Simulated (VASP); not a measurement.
A run of VASP 6.6.1:

INCAR

```
SYSTEM = Zn
  PREC = Accurate
  ENCUT = 520
  EDIFF = 1E-7
  ISMEAR = -1
  SIGMA = 0.05
  LREAL = .False.
  LASPH = .True.
  NELM = 80
  ALGO = Normal
  ISIF = 2
  LWAVE = .False.
  LCHARG = .False.
  NBANDS = 12
```

The input KPOINTS:

```
regular mesh
0
Gamma
  12 12 12
  0 0 0
```

Contents of POSCAR:

```
Zn
1.0
   -1.5690370000      1.5690370000      1.5690370000
    1.5690370000     -1.5690370000      1.5690370000
    1.5690370000      1.5690370000     -1.5690370000
Zn
1
Direct
    0.0000000000      0.0000000000      0.0000000000
```

Potentials or basis: VASP PAW LDA potentials, release 64 (Zn).

Launch:

```console
$ cat potpaw_LDA.64/Zn/POTCAR > POTCAR
$ mpirun -np 1 vasp_std > vasp.out
```

Hardware: 1 thread of Intel Xeon 8259CL, with other jobs on the host.

Task: How long does it take, and how much memory?

Result: Wall time 12 s on 1 thread of Intel Xeon 8259CL, on a shared host, peak memory 0.12 GiB. Counts: scf iterations 11, k points 72.
